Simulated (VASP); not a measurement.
# HfN (P6_3/mmc) in VASP: further runs

HfN is run at these levels: PBEsol; tasks: relaxation of cell and atoms.

All numbers are computed with VASP 6.6.1; they aren't measurements. Logs are shortened: lines on timing, memory, paths and dates and some standing lists are left out, and cuts for length are marked.

## (1) The cell of the first run

Symmetry: P6_3/mmc, No. 194, hexagonal system. The conventional cell has a = 3.134 Å, b = 3.134 Å, c = 5.417 Å, α = 90.00°, β = 90.00°, γ = 120.00°. Within 3.0 Å of Hf (site symmetry -6m2) lie 6 N at 2.26 Å. Within 3.0 Å of N (site symmetry -3m) lie 6 Hf at 2.26 Å and 2 N at 2.71 Å.

## (2) Relaxation of cell and atoms, PBEsol, target pressure -2 GPa, at which the enthalpy is minimised

The input, INCAR:

```
PREC = Accurate
ENCUT = 600
EDIFF = 1E-6
ISMEAR = 1
SIGMA = 0.15
LREAL = False
LASPH = True
NELM = 100
ALGO = Normal
ISIF = 3
LWAVE = False
LCHARG = False
GGA = PS
IBRION = 2
NSW = 80
EDIFFG = -0.05
PSTRESS = -20.0
```

The input, KPOINTS:

```
regular mesh
0
Gamma
  9 9 5
```

The input, POSCAR:

```
HfN
1.0
    3.1339080000      0.0000000000      0.0000000000
   -1.5669540000      2.7140439411      0.0000000000
    0.0000000000      0.0000000000      5.4167680000
Hf N
2 2
Direct
    0.6666666667      0.3333333333      0.7500000000
    0.3333333333      0.6666666667      0.2500000000
    0.0000000000      0.0000000000      0.0000000000
    0.0000000000      0.0000000000      0.5000000000
```

Potentials or basis: VASP PAW PBE potentials, release 64 (Hf_pv, N).

Launch:

```sh
> cat potpaw_PBE.64/Hf_pv/POTCAR potpaw_PBE.64/N/POTCAR > POTCAR
> mpirun -np 1 vasp_std > vasp.out
```

OUTCAR:

```text
PREC = Accurate
   ENCUT = 600
   EDIFF = 1E-6
   ISMEAR = 1
   LREAL = False
   LASPH = True
   NELM = 100
   ISIF = 3
   GGA = PS
   IBRION = 2
   NSW = 80
   EDIFFG = -0.05
   PSTRESS = -20.0

 ion  position               nearest neighbor table
   1  0.667  0.333  0.750-   3 2.26   4 2.26   3 2.26   4 2.26   3 2.26   4 2.26   2 3.26   2 3.26
                             2 3.26   2 3.26   2 3.26   2 3.26
   2  0.333  0.667  0.250-   3 2.26   4 2.26   3 2.26   4 2.26   3 2.26   4 2.26   1 3.26   1 3.26
                             1 3.26   1 3.26   1 3.26   1 3.26
   3  0.000  0.000  0.000-   1 2.26   2 2.26   2 2.26   1 2.26   1 2.26   2 2.26
   4  0.000  0.000  0.500-   1 2.26   2 2.26   2 2.26   1 2.26   1 2.26   2 2.26

  LATTYP: Found a hexagonal cell.
 ALAT       =     3.1339080000
 C/A-ratio  =     1.7284387417

  Lattice vectors:

 A1 = (   3.1339080000,   0.0000000000,   0.0000000000)
 A2 = (  -1.5669540000,   2.7140439411,   0.0000000000)
 A3 = (   0.0000000000,   0.0000000000,   5.4167680000)

Analysis of symmetry for initial positions (statically):
=====================================================================
 Subroutine PRICEL returns:
 Original cell was already a primitive cell.

 Routine SETGRP: Setting up the symmetry group for a
 hexagonal supercell.

 Subroutine GETGRP returns: Found 24 space group operations
 (whereof 12 operations were pure point group operations)
 out of a pool of 24 trial point group operations.

The static configuration has the point symmetry D_3d.
 The point group associated with its full space group is D_6h.

Analysis of symmetry for dynamics (positions and initial velocities):
=====================================================================
 Subroutine PRICEL returns:
 Original cell was already a primitive cell.

 Routine SETGRP: Setting up the symmetry group for a
 hexagonal supercell.

 Subroutine GETGRP returns: Found 24 space group operations
 (whereof 12 operations were pure point group operations)
 out of a pool of 24 trial point group operations.

The dynamic configuration has the point symmetry D_3d.
 The point group associated with its full space group is D_6h.

 Subroutine INISYM returns: Found 24 space group operations
 (whereof 12 operations are pure point group operations),
 and found     1 'primitive' translations
[... 102 lines left out ...]
   NSW    =     80    number of steps for IOM
   IBRION =      2    ionic relax: 0-MD 1-quasi-New 2-CG
   NFREE  =      1    steps in history (QN), initial steepest desc. (CG)
   ISIF   =      3    stress and relaxation
   ISYM   =      2    0-nonsym 1-usesym 2-fastsym
   POTIM  = 0.5000    time-step for ionic-motion
   TEBEG  =    0.0;   TEEND  =   0.0 temperature during run
   PSTRESS=  -20.0 pullay stress
   NELECT =      30.0000    total number of electrons
   NUPDOWN=      -1.0000    fix difference up-down
   EMIN   =  10.00;   EMAX   =-10.00  energy-range for DOS
   EFERMI =   0.00;   METHOD = LEGACY
   ISMEAR =     1;   SIGMA  =   0.15  broadening in eV -4-tet -1-fermi 0-gaus
   EFERMI_NEDOS =   21; number of points for ismear=-14 and -15
   IALGO  =     38    algorithm
   IMIX   =      4    mixing-type and parameters
     AMIX     =   0.40;   BMIX     =  1.00
     AMIX_MAG =   1.60;   BMIX_MAG =  1.00
  volume/ion in A,a.u.               =      11.52        77.73
  Fermi-wavevector in a.u.,A,eV,Ry     =   1.418951  2.681429 27.394277  2.013423
  Thomas-Fermi vector in A             =   2.540023
   LORBIT       =      0    0 simple, 1 ext, 2 COOP (PROOUT), +10 PAW based schemes
   GGA     = PS    functional components
   LHFCALC =     F    Hartree Fock is set to
   AEXX    =    0.0000 exact exchange contribution
   IVDW    =     0    specifies the selected vdW correction
   LEPSILON=     F    determine dielectric tensor
   LRPA    =     F    only Hartree local field effects (RPA)
 conjugate gradient relaxation of ions
 non-spin polarized calculation
 Methfessel and Paxton  Order N= 1 SIGMA  =   0.15
  energy-cutoff  :      600.00
  volume of cell :       46.07
 maximum number of plane-waves:      1581
 NGX is ok and might be reduce to    28
   NGX = 13   NGY = 13   NGZ = 21

--------------------------------------- Ionic step        1  -------------------------------------------

 number of electron      29.9999998 magnetization

 Free energy of the ion-electron system (eV)
  ---------------------------------------------------
  ext. energy  EPLUGINS =         0.00000000
  ---------------------------------------------------
  free energy    TOTEN  =       -45.85518759 eV

  energy without entropy =      -45.85250554  energy(sigma->0) =      -45.85429357

------------------------ aborting loop because EDIFF is reached ----------------------------------------

  FORCE on cell =-STRESS in cart. coord.  units (eV):
  Direction    XX          YY          ZZ          XY          YZ          ZX
  --------------------------------------------------------------------------------------
  -------------------------------------------------------------------------------------
  Total       -1.3026388     -1.3026388     -1.4023289      0.0000000      0.0000000      0.0000000
  in kB      -45.2992738    -45.2992738    -48.7659980      0.0000000      0.0000000      0.0000000
  external PRESSURE =     -26.4548485 kB  Pullay stress =     -20.0000000 kB
[... 67 lines left out ...]
--------------------------------------- Ionic step        3  -------------------------------------------

 number of electron      29.9999997 magnetization

 Free energy of the ion-electron system (eV)
  ---------------------------------------------------
  ext. energy  EPLUGINS =         0.00000000
  ---------------------------------------------------
  free energy    TOTEN  =       -45.86453170 eV

  energy without entropy =      -45.86174025  energy(sigma->0) =      -45.86360122

 E-fermi :   7.9456     XC(G=0): -12.9541

 val. band max:        7.8948098446   @ k =   0.3333  -0.0000   0.4000
 cond. band min:       7.9697031238   @ k =   0.3333   0.3333   0.0000
 fundamental gap:      0.0748932792
 Fermi energy:         7.9455807489

 k-point     1 :       0.0000    0.0000    0.0000
  band No.  band energies     occupation
      1     -23.7886      2.00000
      2     -22.8833      2.00000
      3     -22.7800      2.00000
      4     -22.7800      2.00000
      5     -22.7164      2.00000
      6     -22.7164      2.00000
[... 505 lines left out ...]
      6     -23.0547      2.00000
[... 11 lines left out ...]
     18      11.6809      0.00000
     19      12.7578      0.00000

 [... further k-points ...]

------------------------ aborting loop because EDIFF is reached ----------------------------------------

  FORCE on cell =-STRESS in cart. coord.  units (eV):
  Direction    XX          YY          ZZ          XY          YZ          ZX
  --------------------------------------------------------------------------------------
  -------------------------------------------------------------------------------------
  Total       -0.5590232     -0.5590232     -0.5958273      0.0000000      0.0000000     -0.0000000
  in kB      -19.6302820    -19.6302820    -20.9226697      0.0000000      0.0000000     -0.0000000
  external PRESSURE =      -0.0610779 kB  Pullay stress =     -20.0000000 kB
[... 23 lines left out ...]
  energy  without entropy=      -45.8617402507  energy(sigma->0) =      -45.86360122

  enthalpy is  TOTEN    =       -46.4340835459 eV   P V=       -0.5695518468

 reached required accuracy - stopping structural energy minimisation
```

CONTCAR:

```text
HfN
   1.00000000000000
     3.1241947349101236    0.0000000000000000    0.0000000000000000
    -1.5620973674550618    2.7056320067788051    0.0000000000000000
     0.0000000000000000    0.0000000000000000    5.3976786726427690
  Hf              N
     2     2
Direct
     0.6666666667000030    0.3333333332999970    0.7500000000000000
     0.3333333332999970    0.6666666667000030    0.2500000000000000
     0.0000000000000000    0.0000000000000000    0.0000000000000000
     0.0000000000000000    0.0000000000000000    0.5000000000000000

  0.00000000E+00  0.00000000E+00  0.00000000E+00
  0.00000000E+00  0.00000000E+00  0.00000000E+00
  0.00000000E+00  0.00000000E+00  0.00000000E+00
  0.00000000E+00  0.00000000E+00  0.00000000E+00
```

It took 2.7 min on 1 thread of Intel Xeon 8259CL, shared host; peak memory 0.21 GiB.

Results:

```yaml
Free_energy: -45.8645 eV
Relaxed_volume: 11.41 Å³/atom
Relaxed_cell: a = 3.124 Å, b = 3.124 Å, c = 5.398 Å, α = 90.00°, β = 90.00°, γ = 120.00°
Space_group_after_relaxing_to_0.1_Å: P6_3/mmc (No. 194)
Energy_change_on_relaxing_the_run_minimises_the_enthalpy: -2.3 meV/atom
Ionic_steps: 3
Pressure_after_relaxing: -2.0 GPa
Band_gap_on_the_k_mesh: zero (bands 15 and 16 overlap by 1.69 eV)
```

The path:
| step | energy change (eV) | largest force (eV/Å) | pressure (GPa) | volume (Å³) |
| --- | --- | --- | --- | --- |
| 1 | 0.0000 | 0.0000 | -4.65 | 46.07 |
| 2 | -0.0066 | 0.0000 | 3.16 | 44.82 |
| 3 | -0.0093 | 0.0000 | -2.01 | 45.63 |

Final structure:
```yaml
crystal:
  lattice:
    - [3.12419, 0.00000, 0.00000]
    - [-1.56210, 2.70563, 0.00000]
    - [0.00000, 0.00000, 5.39768]
  atoms:
    - { symbol: Hf, position: [0.66667, 0.33333, 0.75000] }
    - { symbol: Hf, position: [0.33333, 0.66667, 0.25000] }
    - { symbol: N, position: [0.00000, 0.00000, 0.00000] }
    - { symbol: N, position: [0.00000, 0.00000, 0.50000] }
```

Caveat: the cell is relaxed towards a set pressure, so the run minimises the enthalpy, not the energy; the PAW data sets were made with another functional, which shifts forces and pressure a little; spin-orbit coupling is left out, which moves the levels of the heavy elements.

## (3) Relaxation of cell and atoms, PBEsol

The input, INCAR:

```
PREC = Accurate
ENCUT = 600
EDIFF = 1E-6
ISMEAR = 1
SIGMA = 0.15
LREAL = F
LASPH = T
NELM = 60
ALGO = Normal
ISIF = 3
LWAVE = F
LCHARG = F
GGA = PS
IBRION = 2
NSW = 80
EDIFFG = -0.05
```

KPOINTS is that of step 2.

POSCAR is that of step 2.

Potentials or basis: VASP PAW PBE potentials, release 64 (Hf_pv, N).

Launch:

```sh
> cat potpaw_PBE.64/Hf_pv/POTCAR potpaw_PBE.64/N/POTCAR > POTCAR
> mpirun -np 1 vasp_std > vasp.out
```

Wall time 2.5 min (1 thread of Intel Xeon 8259CL, shared host); peak memory 0.21 GiB.

It converged, with:

| Item | Value |
| --- | --- |
| Free energy | -45.8666 eV |
| Relaxed volume | 11.33 Å³/atom |
| Relaxed cell | a = 3.117 Å, b = 3.117 Å, c = 5.385 Å, α = 90.00°, β = 90.00°, γ = 120.00° |
| Space group after relaxing (to 0.1 Å) | P6_3/mmc (No. 194) |
| Energy gained by relaxing | 2.8 meV/atom |
| Ionic steps | 3 |
| Pressure after relaxing | 0.0 GPa |
| Band gap on the k mesh | zero (bands 15 and 16 overlap by 1.71 eV) |

Stress tensor (GPa, compression positive):
```
 0.01  0.00  0.00
 0.00  0.01  0.00
 0.00  0.00 -0.11
```

The path:
```
step  energy change (eV)  largest force (eV/Å)  pressure (GPa)  volume (Å³)
   1              0.0000                0.0000           -4.65        46.07
   2              0.0307                0.0000            9.76        43.88
   3             -0.0114                0.0000           -0.03        45.31
```

Final structure:
```
Hf N
1.0
     3.11693    0.00000    0.00000
    -1.55847    2.69934    0.00000
     0.00000    0.00000    5.38518
Hf N
2 2
Direct
  0.66667 0.33333 0.75000
  0.33333 0.66667 0.25000
  0.00000 0.00000 0.00000
  0.00000 0.00000 0.50000
```

Levels at points of the mesh, in eV from the Fermi level:
```tsv
k point	band 12	band 13	band 14	band 15	band 16	band 17	band 18	band 19
(0.00, 0.00, 0.00)	-3.72	-3.72	-1.81	-0.75	0.62	0.62	1.06	1.76
```

Caveat: the PAW data sets were made with another functional, which shifts forces and pressure a little; spin-orbit coupling is left out, which moves the levels of the heavy elements.

## (4) Relaxation of cell and atoms, PBEsol, target pressure 2 GPa, at which the enthalpy is minimised

The input, INCAR:

```
SYSTEM = HfN
ALGO     = Normal         ! electronic algorithm
EDIFF    = 1E-6           ! SCF threshold, eV
EDIFFG   = -0.05          ! ionic threshold
ENCUT    = 600            ! plane-wave cutoff, eV
GGA      = PS             ! functional
IBRION   = 2              ! ionic algorithm
ISIF     = 3              ! what is computed and relaxed
ISMEAR   = 1              ! smearing method
LASPH    = .True.         ! aspherical terms in the spheres
LCHARG   = .False.        ! write CHGCAR
LREAL    = .False.        ! projectors in reciprocal space
LWAVE    = .False.        ! write WAVECAR
NELM     = 60             ! most SCF steps
NSW      = 80             ! ionic steps
PREC     = Accurate       ! precision mode
PSTRESS  = 20.0         
SIGMA    = 0.15           ! smearing width, eV
```

The input, KPOINTS:

```
k-points
0
Gamma
  9 9 5
  0 0 0
```

POSCAR is that of step 3.

Potentials or basis: VASP PAW PBE potentials, release 64 (Hf_pv, N).

Launch:

```sh
> cat potpaw_PBE.64/Hf_pv/POTCAR potpaw_PBE.64/N/POTCAR > POTCAR
> mpirun -np 1 vasp_std > vasp.out
```

OUTCAR:

```text
SYSTEM = HfN
   EDIFF = 1E-6
   EDIFFG = -0.05
   ENCUT = 600
   GGA = PS
   IBRION = 2
   ISIF = 3
   ISMEAR = 1
   LASPH = .True.
   LREAL = .False.
   NELM = 60
   NSW = 80
   PREC = Accurate
   PSTRESS = 20.0

 ion  position               nearest neighbor table
   1  0.667  0.333  0.750-   3 2.26   4 2.26   3 2.26   4 2.26   3 2.26   4 2.26   2 3.26   2 3.26
                             2 3.26   2 3.26   2 3.26   2 3.26
   2  0.333  0.667  0.250-   3 2.26   4 2.26   3 2.26   4 2.26   3 2.26   4 2.26   1 3.26   1 3.26
                             1 3.26   1 3.26   1 3.26   1 3.26
   3  0.000  0.000  0.000-   1 2.26   2 2.26   2 2.26   1 2.26   1 2.26   2 2.26
   4  0.000  0.000  0.500-   1 2.26   2 2.26   2 2.26   1 2.26   1 2.26   2 2.26

  LATTYP: Found a hexagonal cell.
 ALAT       =     3.1339080000
 C/A-ratio  =     1.7284387417

  Lattice vectors:

 A1 = (   3.1339080000,   0.0000000000,   0.0000000000)
 A2 = (  -1.5669540000,   2.7140439411,   0.0000000000)
 A3 = (   0.0000000000,   0.0000000000,   5.4167680000)

Analysis of symmetry for initial positions (statically):
=====================================================================
 Subroutine PRICEL returns:
 Original cell was already a primitive cell.
[... 184 lines left out ...]
  --------------------------------------------------------------------------------------
  -------------------------------------------------------------------------------------
  Total       -1.3026388     -1.3026388     -1.4023289      0.0000000      0.0000000      0.0000000
  in kB      -45.2992738    -45.2992738    -48.7659980      0.0000000      0.0000000      0.0000000
  external PRESSURE =     -66.4548485 kB  Pullay stress =      20.0000000 kB
[... 67 lines left out ...]
--------------------------------------- Ionic step        3  -------------------------------------------

 number of electron      29.9999997 magnetization

 Free energy of the ion-electron system (eV)
  ---------------------------------------------------
  ext. energy  EPLUGINS =         0.00000000
  ---------------------------------------------------
  free energy    TOTEN  =       -45.86484441 eV

  energy without entropy =      -45.86190292  energy(sigma->0) =      -45.86386391

 E-fermi :   8.0725     XC(G=0): -13.0257

 val. band max:        8.0238600786   @ k =   0.3333  -0.0000   0.4000
 cond. band min:       8.0955766831   @ k =   0.3333   0.3333   0.0000
 fundamental gap:      0.0717166045
 Fermi energy:         8.0725386497

 k-point     1 :       0.0000    0.0000    0.0000
  band No.  band energies     occupation
      1     -23.6600      2.00000
      2     -22.7059      2.00000
      3     -22.6026      2.00000
      4     -22.6026      2.00000
      5     -22.5364      2.00000
      6     -22.5364      2.00000
[... 505 lines left out ...]
      6     -22.8869      2.00000
[... 11 lines left out ...]
     18      11.8626      0.00000
     19      12.9667      0.00000

 [... further k-points ...]

------------------------ aborting loop because EDIFF is reached ----------------------------------------

  FORCE on cell =-STRESS in cart. coord.  units (eV):
  Direction    XX          YY          ZZ          XY          YZ          ZX
  --------------------------------------------------------------------------------------
  -------------------------------------------------------------------------------------
  Total        0.5423031      0.5423031      0.5177003      0.0000000     -0.0000000     -0.0000000
  in kB       19.3051829     19.3051829     18.4293590      0.0000000     -0.0000000     -0.0000000
  external PRESSURE =      -0.9867584 kB  Pullay stress =      20.0000000 kB
[... 23 lines left out ...]
  energy  without entropy=      -45.8619029170  energy(sigma->0) =      -45.86386391

  enthalpy is  TOTEN    =       -45.3030231874 eV   P V=        0.5618212265

 reached required accuracy - stopping structural energy minimisation
```

CONTCAR:

```text
HfN
   1.00000000000000
     3.1099770694630133    0.0000000000000000    0.0000000000000000
    -1.5549885347315067    2.6933191473191931    0.0000000000000000
     0.0000000000000000    0.0000000000000000    5.3732088920090080
  Hf              N
     2     2
Direct
     0.6666666667000030    0.3333333332999970    0.7500000000000000
     0.3333333332999970    0.6666666667000030    0.2500000000000000
     0.0000000000000000    0.0000000000000000    0.0000000000000000
     0.0000000000000000    0.0000000000000000    0.5000000000000000

  0.00000000E+00  0.00000000E+00  0.00000000E+00
  0.00000000E+00  0.00000000E+00  0.00000000E+00
  0.00000000E+00  0.00000000E+00  0.00000000E+00
  0.00000000E+00  0.00000000E+00  0.00000000E+00
```

Run time: 2.5 min. Hardware: 1 thread of Intel Xeon 8259CL, shared host; peak memory 0.21 GiB.

What came out:

* Free energy: -45.8648 eV
* Relaxed volume: 11.25 Å³/atom
* Relaxed cell: a = 3.110 Å, b = 3.110 Å, c = 5.373 Å, α = 90.00°, β = 90.00°, γ = 120.00°
* Space group after relaxing (to 0.1 Å): P6_3/mmc (No. 194)
* Energy change on relaxing (the run minimises the enthalpy): -2.4 meV/atom
* Ionic steps: 3
* Pressure after relaxing: 1.9 GPa
* Band gap on the k mesh: zero (bands 15 and 16 overlap by 1.73 eV)

Step by step:
```tsv
step	energy change (eV)	largest force (eV/Å)	pressure (GPa)	volume (Å³)
1	0.0000	0.0000	-4.65	46.07
2	0.1074	0.0000	17.02	42.96
3	-0.0097	0.0000	1.90	45.01
```

Final structure:
```
Hf N
1.0
     3.10998    0.00000    0.00000
    -1.55499    2.69332    0.00000
     0.00000    0.00000    5.37321
Hf N
2 2
Direct
  0.66667 0.33333 0.75000
  0.33333 0.66667 0.25000
  0.00000 0.00000 0.00000
  0.00000 0.00000 0.50000
```

Levels at points of the mesh, in eV from the Fermi level:
```csv
k point,band 13,band 14,band 15,band 16,band 17,band 18
"(0.00, 0.00, 0.00)",-3.74,-1.81,-0.76,0.61,0.61,1.10
```

Caveat: the cell is relaxed towards a set pressure, so the run minimises the enthalpy, not the energy; the PAW data sets were made with another functional, which shifts forces and pressure a little; spin-orbit coupling is left out, which moves the levels of the heavy elements.

[end of part 1 of 2]
